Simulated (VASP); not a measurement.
Ti4S: single point with PBE

The system is Ti4S, a slab with vacuum.

```
Ti S
1.0
     2.90754    0.00000    0.00000
     0.00000    4.11189    0.00000
     0.00000    0.00000   19.65357
Ti S
4 1
Direct
  0.50000 0.50000 0.20353
  0.00000 0.00000 0.27750
  0.50000 0.50000 0.34395
  0.00000 0.00000 0.41486
  0.50000 0.10000 0.50027
```

```json
{
 "Program": "VASP 6.6.1",
 "Task": "single point",
 "Functional": "PBE",
 "Potentials or basis": "VASP PAW PBE potentials, release 64 (Ti_sv, S)",
 "Cutoff": "520 eV",
 "k mesh": "9 × 7 × 1",
 "Occupations": "gaussian, width 0.1 eV",
 "Spin": "no spin polarisation",
 "Dipole correction": "yes",
 "Further INCAR settings": "ALGO = Normal; EDIFF = 1e-06; NBANDS = 35"
}
```

| Item | Value |
| --- | --- |
| Largest force | 0.859 eV/Å |
| Band gap on the k mesh | zero (band 27 reaches 0.10 eV, above the bottom of band 28 at -0.07 eV) |

Forces on the atoms (eV/Å):
```
Ti   0.000  0.060  0.303
Ti   0.000 -0.070 -0.137
Ti   0.000  0.043 -0.858
Ti   0.000 -0.252  0.701
S    0.000  0.219 -0.009
```

Levels at points of the mesh, in eV from the Fermi level:
```csv
k point,band 23,band 24,band 25,band 26,band 27,band 28,band 29,band 30,band 31,band 32
"(0.00, 0.00, 0.00)",-1.40,-0.68,-0.39,-0.26,-0.16,0.29,0.37,0.66,0.84,0.97
```

Run time: 3.9 min on 1 thread of Intel(R) Xeon(R) 6975P-C (Granite Rapids), with other jobs on the host, peak memory 0.39 GiB.
